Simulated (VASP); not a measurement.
# Zn2S (P4/nmm) in VASP: a series of runs, part 2 of 2

VASP 6.6.1.

**3. Relaxation of cell and atoms, PBE**

This run uses another cell than the first one, of 15.36 Å³/atom, 0.823 times its volume.

The input, INCAR:

```
PREC = Accurate
ENCUT = 600
EDIFF = 1E-7
ISMEAR = 0
SIGMA = 0.1
LREAL = F
LASPH = T
NELM = 80
ALGO = Normal
ISIF = 3
LWAVE = F
LCHARG = F
GGA = PE
IBRION = 2
NSW = 90
EDIFFG = -0.04
```

The input, KPOINTS:

```
Automatic mesh
0
Gamma
  4 4 4
```

The input, POSCAR:

```
Zn2S
1.0
    3.9536698300      0.0000000000      0.0000000000
    0.0000000000      3.9536698300      0.0000000000
    0.0000000000      0.0000000000      5.8939191600
Zn S
4 2
Direct
    0.0000000000      0.0000000000      0.0000000000
    0.5000000000      0.5000000000      0.0000000000
    0.5000000000      0.0000000000      0.2621431600
    0.0000000000      0.5000000000      0.7378568400
    0.5000000000      0.0000000000      0.7019222400
    0.0000000000      0.5000000000      0.2980777600
```

Potentials or basis: VASP PAW PBE potentials, release 64 (Zn, S).

The run is started by

```
> cat potpaw_PBE.64/Zn/POTCAR potpaw_PBE.64/S/POTCAR > POTCAR
> mpirun -np 1 vasp_std > vasp.out
```

Run time: 15 min. Hardware: 1 thread of Intel Xeon 6975P-C (Granite Rapids), shared host; peak memory 0.26 GiB.

Results (log left out):

* Free energy: -13.4053 eV
* Relaxed volume: 18.40 Å³/atom
* Relaxed cell: a = 3.582 Å, b = 3.582 Å, c = 8.602 Å, α = 90.00°, β = 90.00°, γ = 90.00°
* Space group after relaxing (to 0.05 Å): P4/nmm (No. 129)
* Energy gained by relaxing: 345.3 meV/atom
* Ionic steps: 39
* Pressure after relaxing: 0.2 GPa
* Largest force after relaxing: 0.015 eV/Å
* Band gap on the k mesh: zero (band 30 reaches 3.74 eV, above the bottom of band 31 at 2.59 eV)

Forces on the atoms (eV/Å):
```
Zn   0.000  0.000  0.000
Zn   0.000  0.000  0.000
Zn   0.000  0.000  0.015
Zn   0.000  0.000 -0.015
S    0.000  0.000  0.000
S    0.000  0.000  0.000
```

Stress tensor (GPa, compression positive):
```
0.08 0.00 0.00
0.00 0.08 0.00
0.00 0.00 0.32
```

The path:
```csv
step,energy change (eV),largest force (eV/Å),pressure (GPa),volume (Å³)
1,0.0000,2.0752,12.82,92.13
2,-0.8321,0.8452,-3.49,109.50
3,-0.8364,0.9080,-2.65,107.93
4,-1.0201,0.6305,-1.52,105.48
5,-1.0855,0.1386,0.57,102.98
6,-1.0877,0.2354,0.07,103.44
7,-1.0879,0.2051,0.20,103.34
8,-1.1373,0.1817,-0.05,103.06
9,-1.2995,0.2837,-0.19,102.01
10,-1.4505,1.5191,2.37,99.01
11,-1.4615,1.2006,1.62,99.60
12,-1.4817,1.2106,1.52,99.64
13,-1.5336,1.2593,1.36,99.73
14,-1.5946,1.3960,1.52,99.75
15,-1.4653,1.7003,3.75,99.16
16,-1.5888,1.4968,1.82,99.70
17,-1.6321,1.3155,1.26,100.16
18,-1.7236,0.8412,-0.24,101.54
19,-1.7711,0.4977,-2.49,104.33
20,-1.7733,0.4675,-2.19,103.88
21,-1.8024,0.4351,-1.41,102.69
22,-1.8318,0.3626,0.71,99.94
23,-1.8431,0.3499,0.62,100.27
24,-1.8744,0.3177,0.35,101.25
25,-1.9287,0.2441,-0.12,103.24
26,-1.9850,0.0449,-0.60,107.27
27,-1.8102,0.8870,-1.17,115.53
28,-1.9908,0.0860,-0.47,108.23
29,-2.0064,0.0887,-0.34,108.50
30,-2.0407,0.1098,-0.09,109.26
31,-2.0348,0.2577,0.22,110.62
32,-2.0505,0.1636,0.06,109.82
33,-2.0508,0.1761,0.09,109.95
34,-2.0576,0.1284,0.07,109.97
35,-2.0685,0.0794,0.05,110.01
36,-2.0692,0.0743,0.05,110.02
37,-2.0692,0.0731,0.05,110.03
38,-2.0701,0.0533,0.07,110.12
39,-2.0717,0.0154,0.16,110.39
```

Final structure:
```xyz
6
Lattice="3.5822 0.0000 0.0000 0.0000 3.5822 0.0000 0.0000 0.0000 8.6025" Properties=species:S:1:pos:R:3 pbc="T T T"
Zn    0.0000    0.0000    0.0000
Zn    1.7911    1.7911    0.0000
Zn    1.7911    0.0000    3.2568
Zn    0.0000    1.7911    5.3457
S     1.7911    0.0000    5.7276
S     0.0000    1.7911    2.8749
```

Levels at points of the mesh, in eV from the Fermi level:
```
           k point  band 27  band 28  band 29  band 30  band 31  band 32  band 33  band 34
(0.00, 0.00, 0.00)    -3.18    -2.19    -2.19    -0.19     0.49     1.22     3.08     3.08
(0.50, 0.00, 0.00)    -2.15    -2.15    -1.35    -1.35     1.57     1.57     3.86     3.86
(0.50, 0.50, 0.00)    -3.85    -3.85    -2.18    -2.18    -0.96    -0.96     0.41     0.41
(0.00, 0.00, 0.50)    -2.23    -2.23    -2.14    -1.01    -0.10     2.76     3.15     3.15
(0.50, 0.00, 0.50)    -3.14    -3.14    -1.35    -1.35     3.12     3.12     3.37     3.37
(0.50, 0.50, 0.50)    -4.00    -4.00    -1.25    -1.25    -0.76    -0.76    -0.74    -0.74
```

Caveat: the k points lie up to 0.44 Å⁻¹ apart in the final cell; the volume moved by over 15 % at a fixed basis, so the end points are rough.

**4. Single point, PBE**

This run uses another cell than the first one, of 18.33 Å³/atom, 0.983 times its volume.

The input, INCAR:

```
SYSTEM = Zn2S
ALGO = Normal ; EDIFF = 1E-6
ENCUT = 520 ; GGA = PE
ISIF = 2 ; ISMEAR = 0
LASPH = .True. ; LCHARG = .False.
LREAL = .False. ; LWAVE = .False.
NBANDS = 39 ; NELM = 60
PREC = Accurate ; SIGMA = 0.1
```

The input, KPOINTS:

```
k-points
0
Gamma
  10 10 6
  0 0 0
```

The input, POSCAR:

```
Zn2S
1.0
    3.5579756186      0.0000000000      0.0000000000
    0.0000000000      3.5579756186      0.0000000000
    0.0000000000      0.0000000000      8.6870061538
Zn S
4 2
Direct
    0.0000000000      0.0000000000      0.0000000000
    0.5000000000      0.5000000000      0.0000000000
    0.5000000000      0.0000000000      0.3765246203
    0.0000000000      0.5000000000      0.6234753797
    0.5000000000      0.0000000000      0.6630966898
    0.0000000000      0.5000000000      0.3369033102
```

Potentials or basis: VASP PAW PBE potentials, release 64 (Zn, S).

The run is started by

```
> cat potpaw_PBE.64/Zn/POTCAR potpaw_PBE.64/S/POTCAR > POTCAR
> mpirun -np 1 vasp_std > vasp.out
```

OUTCAR:

```text
SYSTEM = Zn2S
   EDIFF = 1E-6
   ENCUT = 520
   GGA = PE
   ISIF = 2
   ISMEAR = 0
   LASPH = .True.
   LREAL = .False.
   NELM = 60
   PREC = Accurate

 ion  position               nearest neighbor table
   1  0.000  0.000  0.000-   2 2.52   2 2.52   2 2.52   2 2.52
   2  0.500  0.500  0.000-   1 2.52   1 2.52   1 2.52   1 2.52
   3  0.500  0.000  0.377-   5 2.49   6 2.54   6 2.54   6 2.54   6 2.54
   4  0.000  0.500  0.623-   6 2.49   5 2.54   5 2.54   5 2.54   5 2.54
   5  0.500  0.000  0.663-   3 2.49   4 2.54   4 2.54   4 2.54   4 2.54
   6  0.000  0.500  0.337-   4 2.49   3 2.54   3 2.54   3 2.54   3 2.54
[... 1218 lines left out ...]
  -------------------------------------------------------------------------------------
  Total        0.0981065      0.0981065      0.0098419      0.0000000      0.0000000      0.0000000
  in kB        1.4293296      1.4293296      0.1433888      0.0000000      0.0000000      0.0000000
  external PRESSURE =       1.0006827 kB  Pullay stress =       0.0000000 kB

 VOLUME and BASIS-vectors are now :
 -----------------------------------------------------------------------------
  energy-cutoff  :      520.00
  volume of cell :      109.97
      direct lattice vectors                 reciprocal lattice vectors
     3.557975619  0.000000000  0.000000000     0.281058699  0.000000000  0.000000000
     0.000000000  3.557975619  0.000000000     0.000000000  0.281058699  0.000000000
     0.000000000  0.000000000  8.687006154     0.000000000  0.000000000  0.115114457

 POSITION                                       TOTAL-FORCE (eV/Angst)
 -----------------------------------------------------------------------------------
      0.00000      0.00000      0.00000         0.000000     -0.000000     -0.000000
      1.77899      1.77899      0.00000         0.000000      0.000000     -0.000000
      1.77899      0.00000      3.27087        -0.000000      0.000000      0.004624
      0.00000      1.77899      5.41613         0.000000      0.000000     -0.004624
      1.77899      0.00000      5.76033         0.000000      0.000000      0.014375
      0.00000      1.77899      2.92668         0.000000      0.000000     -0.014375
 -----------------------------------------------------------------------------------
    total drift:                                0.000000      0.000000      0.000000

  FREE ENERGIE OF THE ION-ELECTRON SYSTEM (eV)
  ---------------------------------------------------
  free  energy   TOTEN  =       -13.7118446930 eV

  energy  without entropy=      -13.7070305806  energy(sigma->0) =      -13.70943764
```

stdout:

```text
POSCAR found type information on POSCAR ZnS
 POSCAR found :  2 types and       6 ions
 scaLAPACK will be used
 LDA part: xc-table for (Slater+PW92), standard interpolation
 POSCAR, INCAR and KPOINTS ok, starting setup
 FFT: planning ... GRIDC
 FFT: planning ... GRID_SOFT
 FFT: planning ... GRID
 WAVECAR not read
 entering main loop
```

It took 2.2 min on 1 thread of Intel Xeon 6975P-C (Granite Rapids), shared host; peak memory 0.4 GiB.

What came out:

```
Free energy            : -13.7118 eV
Pressure               : 0.1 GPa
Largest force          : 0.014 eV/Å
Band gap on the k mesh : zero (band 30 reaches 4.38 eV, above the bottom of band 31 at 2.73 eV)
```

Forces on the atoms (eV/Å):
```
Zn   0.000  0.000  0.000
Zn   0.000  0.000  0.000
Zn   0.000  0.000  0.005
Zn   0.000  0.000 -0.005
S    0.000  0.000  0.014
S    0.000  0.000 -0.014
```

Stress tensor (GPa, compression positive):
```
0.14 0.00 0.00
0.00 0.14 0.00
0.00 0.00 0.01
```

**5. Summary**

| task | cell | k mesh | cutoff (eV) | gap on the mesh (eV) | pressure (GPa) | relaxed volume (Å³/atom) | largest force (eV/Å) |
| --- | --- | --- | --- | --- | --- | --- | --- |
| relaxation of cell and atoms | relaxed from a = 3.575, b = 3.575, c = 8.756 Å, 6 atoms | 6 × 6 × 2 | 600 | none | -0.1 | 18.20 | 0.01 |
| relaxation of cell and atoms | relaxed from a = 3.954, b = 3.954, c = 5.894 Å, 6 atoms | 4 × 4 × 4 | 600 | none | 0.2 | 18.40 | 0.02 |
| single point | a = 3.558, b = 3.558, c = 8.687 Å, 6 atoms | 10 × 10 × 6 | 520 | none | 0.1 | - | 0.01 |

Alike in all rows: level PBE; potentials or basis VASP PAW PBE potentials, release 64 (Zn, S); no spin polarisation; smearing gaussian 0.1 eV.

Caveats: some runs use coarse meshes; the volume moved by over 15 % at a fixed basis, so the end points are rough (some runs).

Total energies depend on the potentials used, so only differences within one code and one set of settings carry meaning.
